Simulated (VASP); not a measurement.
# Ti3Se (P-6m2) in VASP: single point with PBE

Aim: the single point of Ti3Se with PBE.

Everything below comes from runs of VASP 6.6.1. Logs are shortened: lines on timing, memory, paths and dates and some standing lists are left out, and cuts for length are marked.

**1. The cell of the first run**

The structure is hexagonal, space group P-6m2 (No. 187). The conventional cell has a = 3.197 Å, b = 3.197 Å, c = 7.943 Å, α = 90.00°, β = 90.00°, γ = 120.00°. Se (site symmetry -6m2) has 6 Ti at 2.58 Å and 6 Se at 3.20 Å within 3.4 Å. Within 3.8 Å of Ti (site symmetry -6m2) lie 12 Ti at 2.85 to 3.20 Å. Ti (site symmetry 3m) has 3 Se at 2.58 Å and 9 Ti at 2.85 to 3.20 Å within 3.4 Å.

**2. Single point, PBE, non-collinear spin, zero start, spin-orbit coupling**

Input file INCAR:

```
SYSTEM = Ti3Se
PREC = Accurate
ENCUT = 520
EDIFF = 1E-6
ISMEAR = 1
SIGMA = 0.05
LREAL = .False.
LASPH = .True.
NELM = 150
ALGO = Normal
ISIF = 2
LWAVE = .False.
LCHARG = .True.
MAGMOM = 0 0 0 0 0 0 0 0 0 0 0 0
LORBIT = 11
LSORBIT = .True.
GGA_COMPAT = .False.
LORBMOM = .True.
LMAXMIX = 4
GGA = PE
LVHAR = .True.
NBANDS = 56
```

Input file KPOINTS:

```
Automatic mesh
0
Gamma
  8 8 3
  0 0 0
```

Input file POSCAR:

```
Ti3Se
1.0
    3.1974455988      0.0000000000      0.0000000000
   -1.5987227994      2.7690691158      0.0000000000
    0.0000000000      0.0000000000      7.9427450000
Se Ti
1 3
Direct
    0.0000000000      0.0000000000      0.0000000000
    0.6666666667      0.3333333333      0.5000000000
    0.3333333333      0.6666666667      0.7729020000
    0.3333333333      0.6666666667      0.2270980000
```

Potentials or basis: VASP PAW PBE potentials, release 64 (Se, Ti_sv).

On the command line:

```
$ cat potpaw_PBE.64/Se/POTCAR potpaw_PBE.64/Ti_sv/POTCAR > POTCAR
$ mpirun -np 1 vasp_ncl > vasp.out
```

OUTCAR:

```text
SYSTEM = Ti3Se
   PREC = Accurate
   ENCUT = 520
   EDIFF = 1E-6
   ISMEAR = 1
   LREAL = .False.
   LASPH = .True.
   NELM = 150
   ISIF = 2
   LORBIT = 11
   LSORBIT = .True.
   GGA = PE

 ion  position               nearest neighbor table
   1  0.000  0.000  0.000-   3 2.58   4 2.58   3 2.58   4 2.58   3 2.58   4 2.58
   2  0.667  0.333  0.500-   3 2.85   4 2.85   3 2.85   4 2.85   3 2.85   4 2.85
   3  0.333  0.667  0.773-   1 2.58   1 2.58   1 2.58   2 2.85   2 2.85   2 2.85
   4  0.333  0.667  0.227-   1 2.58   1 2.58   1 2.58   2 2.85   2 2.85   2 2.85

  LATTYP: Found a hexagonal cell.
 ALAT       =     3.1974455988
 C/A-ratio  =     2.4840907389

  Lattice vectors:

 A1 = (   3.1974455988,   0.0000000000,   0.0000000000)
 A2 = (  -1.5987227994,   2.7690691158,   0.0000000000)
 A3 = (   0.0000000000,   0.0000000000,   7.9427450000)

Analysis of symmetry for initial positions (statically):
=====================================================================
 Subroutine PRICEL returns:
 Original cell was already a primitive cell.

 Routine SETGRP: Setting up the symmetry group for a
 hexagonal supercell.

 Subroutine GETGRP returns: Found 12 space group operations
 (whereof 12 operations were pure point group operations)
 out of a pool of 24 trial point group operations.

The static configuration has the point symmetry D_3h.

Analysis of symmetry for dynamics (positions and initial velocities):
=====================================================================
 Subroutine PRICEL returns:
 Original cell was already a primitive cell.

 Routine SETGRP: Setting up the symmetry group for a
 hexagonal supercell.

 Subroutine GETGRP returns: Found 12 space group operations
 (whereof 12 operations were pure point group operations)
 out of a pool of 24 trial point group operations.

The dynamic configuration has the point symmetry D_3h.

Analysis of structural, dynamic, and magnetic symmetry:
=====================================================================
 Subroutine PRICEL returns:
 Original cell was already a primitive cell.

 Routine SETGRP: Setting up the symmetry group for a
 hexagonal supercell.

 Subroutine GETGRP returns: Found 12 space group operations
 (whereof 12 operations were pure point group operations)
 out of a pool of 24 trial point group operations.

The overall configuration has the point symmetry D_3h.

 Subroutine INISYM returns: Found 12 space group operations
 (whereof 12 operations are pure point group operations),
 and found     1 'primitive' translations

----------------------------------------------------------------------------------------

                                     Primitive cell

  volume of cell :      70.3247

  direct lattice vectors                    reciprocal lattice vectors
     3.197445599  0.000000000  0.000000000     0.312749653  0.180566096  0.000000000
    -1.598722799  2.769069116  0.000000000     0.000000000  0.361132192  0.000000000
     0.000000000  0.000000000  7.942745000     0.000000000  0.000000000  0.125901058

  length of vectors
     3.197445599  3.197445599  7.942745000     0.361132192  0.361132192  0.125901058

  position of ions in fractional coordinates (direct lattice)
     0.000000000  0.000000000  0.000000000
     0.666666667  0.333333333  0.500000000
     0.333333333  0.666666667  0.772902000
     0.333333333  0.666666667  0.227098000

  ion indices of the primitive-cell ions
   primitive index   ion index
                 1           1
                 2           2
                 3           3
                 4           4

----------------------------------------------------------------------------------------

 KPOINTS: Automatic mesh

Automatic generation of k-mesh.
 Grid dimensions read from file:
 generate k-points for:    8    8    3

[... 110 lines left out ...]
  ext. energy  EPLUGINS =         0.00000000
  ---------------------------------------------------
  free energy    TOTEN  =       -28.89950334 eV

  energy without entropy =      -28.89946205  energy(sigma->0) =      -28.89948958

 E-fermi :   8.0870     XC(G=0): -11.3499

 val. band max:        8.0815889156   @ k =  -0.1250   0.0000   0.0000
 cond. band min:       8.0922795955   @ k =   0.2500   0.2500   0.3333
 fundamental gap:      0.0106906799
 Fermi energy:         8.0869687630

 k-point     1 :       0.0000    0.0000    0.0000
  band No.  band energies     occupation
      1     -48.9868      1.00000
      2     -48.9868      1.00000
      3     -48.9664      1.00000
      4     -48.9664      1.00000
      5     -48.8179      1.00000
      6     -48.8179      1.00000
[... 1357 lines left out ...]
     53       9.6512      0.00000
     54       9.6583      0.00000

 [... further k-points ...]

 [bands above 54 left out]

------------------------ aborting loop because EDIFF is reached ----------------------------------------

  FORCE on cell =-STRESS in cart. coord.  units (eV):
  Direction    XX          YY          ZZ          XY          YZ          ZX
  --------------------------------------------------------------------------------------
  -------------------------------------------------------------------------------------
  Total       -0.0051516     -0.0051516      0.3067973      0.0000000     -0.0000000      0.0000000
  in kB       -0.1173669     -0.1173669      6.9896358      0.0000000     -0.0000000      0.0000000
  external PRESSURE =       2.2516340 kB  Pullay stress =       0.0000000 kB

 VOLUME and BASIS-vectors are now :
 -----------------------------------------------------------------------------
  energy-cutoff  :      520.00
  volume of cell :       70.32
      direct lattice vectors                 reciprocal lattice vectors
     3.197445599  0.000000000  0.000000000     0.312749653  0.180566096  0.000000000
    -1.598722799  2.769069116  0.000000000     0.000000000  0.361132192  0.000000000
     0.000000000  0.000000000  7.942745000     0.000000000  0.000000000  0.125901058

 POSITION                                       TOTAL-FORCE (eV/Angst)
 -----------------------------------------------------------------------------------
      0.00000      0.00000      0.00000        -0.000000      0.000000      0.000000
      1.59872      0.92302      3.97137        -0.000000      0.000000      0.000000
     -0.00000      1.84605      6.13896         0.000000     -0.000000      0.000718
     -0.00000      1.84605      1.80378         0.000000      0.000000     -0.000718
 -----------------------------------------------------------------------------------
    total drift:                                0.000000     -0.000000      0.000000

  FREE ENERGIE OF THE ION-ELECTRON SYSTEM (eV)
  ---------------------------------------------------
  free  energy   TOTEN  =       -28.8995033419 eV

  energy  without entropy=      -28.8994620528  energy(sigma->0) =      -28.89948958

 orbital moment (x)

 # of ion     p       d       tot
 ----------------------------------------
  1        -0.000  -0.000  -0.000
  2        -0.000   0.000   0.000
  3        -0.000  -0.000  -0.000
  4         0.000   0.000   0.000
 ----------------------------------------
           -0.000   0.000   0.000

 orbital moment (y)

 # of ion     p       d       tot
 ----------------------------------------
  1         0.000   0.000   0.000
  2         0.000  -0.000  -0.000
  3        -0.000  -0.000  -0.000
  4         0.000   0.000   0.000
 ----------------------------------------
           -0.000   0.000   0.000

 orbital moment (z)

 # of ion     p       d       tot
 ----------------------------------------
  1         0.000   0.000   0.000
  2         0.000  -0.000  -0.000
  3         0.000  -0.000  -0.000
  4         0.000  -0.000  -0.000
 ----------------------------------------
            0.000  -0.000  -0.000

 Spin-Orbit-Coupling matrix elements

 Ion:    1  E_soc:     -0.0368513
 l=   1
     0.0000000    -0.0060010    -0.0064110
    -0.0060010     0.0000000    -0.0060010
    -0.0064110    -0.0060010     0.0000000
 l=   2
     0.0000000    -0.0000002     0.0000000    -0.0000002    -0.0000094
    -0.0000002     0.0000000    -0.0000029     0.0000035    -0.0000002
     0.0000000    -0.0000029     0.0000000    -0.0000029     0.0000000
    -0.0000002     0.0000035    -0.0000029     0.0000000    -0.0000002
    -0.0000094    -0.0000002     0.0000000    -0.0000002     0.0000000
 l=   3
     0.0000000     0.0000000     0.0000000     0.0000000     0.0000000     0.0000000     0.0000000
     0.0000000     0.0000000     0.0000000     0.0000000     0.0000000     0.0000000     0.0000000
     0.0000000     0.0000000     0.0000000     0.0000000     0.0000000     0.0000000     0.0000000
     0.0000000     0.0000000     0.0000000     0.0000000     0.0000000     0.0000000     0.0000000
[... 49 lines left out ...]
 l=   2
     0.0000000    -0.0000266     0.0000000    -0.0000266    -0.0001429
    -0.0000266     0.0000000    -0.0000793    -0.0000272    -0.0000266
     0.0000000    -0.0000793     0.0000000    -0.0000793     0.0000000
    -0.0000266    -0.0000272    -0.0000793     0.0000000    -0.0000266
    -0.0001429    -0.0000266     0.0000000    -0.0000266     0.0000000
 l=   3
     0.0000000     0.0000000     0.0000000     0.0000000     0.0000000     0.0000000     0.0000000
     0.0000000     0.0000000     0.0000000     0.0000000     0.0000000     0.0000000     0.0000000
     0.0000000     0.0000000     0.0000000     0.0000000     0.0000000     0.0000000     0.0000000
     0.0000000     0.0000000     0.0000000     0.0000000     0.0000000     0.0000000     0.0000000
     0.0000000     0.0000000     0.0000000     0.0000000     0.0000000     0.0000000     0.0000000
     0.0000000     0.0000000     0.0000000     0.0000000     0.0000000     0.0000000     0.0000000
     0.0000000     0.0000000     0.0000000     0.0000000     0.0000000     0.0000000     0.0000000

 total charge

# of ion       s       p       d       tot
------------------------------------------
    1        1.443   2.476   0.079   3.998
    2        2.233   6.115   1.804  10.152
    3        2.194   6.124   1.901  10.219
    4        2.194   6.124   1.901  10.219
--------------------------------------------------
tot          8.064  20.839   5.685  34.588

 magnetization (x)

# of ion       s       p       d       tot
------------------------------------------
    1        0.000  -0.000   0.000  -0.000
    2       -0.000  -0.000  -0.000  -0.000
    3        0.000   0.000  -0.000  -0.000
    4       -0.000   0.000   0.000  -0.000
--------------------------------------------------
tot         -0.000  -0.000  -0.000  -0.000

 magnetization (y)

# of ion       s       p       d       tot
------------------------------------------
    1        0.000   0.000   0.000   0.000
    2        0.000  -0.000   0.000   0.000
    3        0.000   0.000  -0.000  -0.000
    4        0.000  -0.000  -0.000  -0.000
--------------------------------------------------
tot          0.000  -0.000  -0.000  -0.000

 magnetization (z)

# of ion       s       p       d       tot
------------------------------------------
    1        0.000  -0.000  -0.000  -0.000
    2        0.000   0.000   0.000   0.000
    3        0.000  -0.000   0.000   0.000
    4        0.000  -0.000   0.000   0.000
--------------------------------------------------
tot          0.000  -0.000  -0.000   0.000
```

Run time: 5.7 min. Hardware: 1 thread of Oxide Virtual Turin-like, shared host; peak memory 0.38 GiB.

What came out:

```yaml
Free_energy: -28.8995 eV
Pressure: 0.2 GPa
Net_moment: 0.00 μB per cell
Valence_electrons_inside_the_program's_atomic_spheres: Se 4.00; Ti 10.15, 10.22
```

Moments on the atoms (μB; x, y, z):
```
Se  0.00 0.00 0.00
Ti  0.00 0.00 0.00
Ti  0.00 0.00 0.00
Ti  0.00 0.00 0.00
```
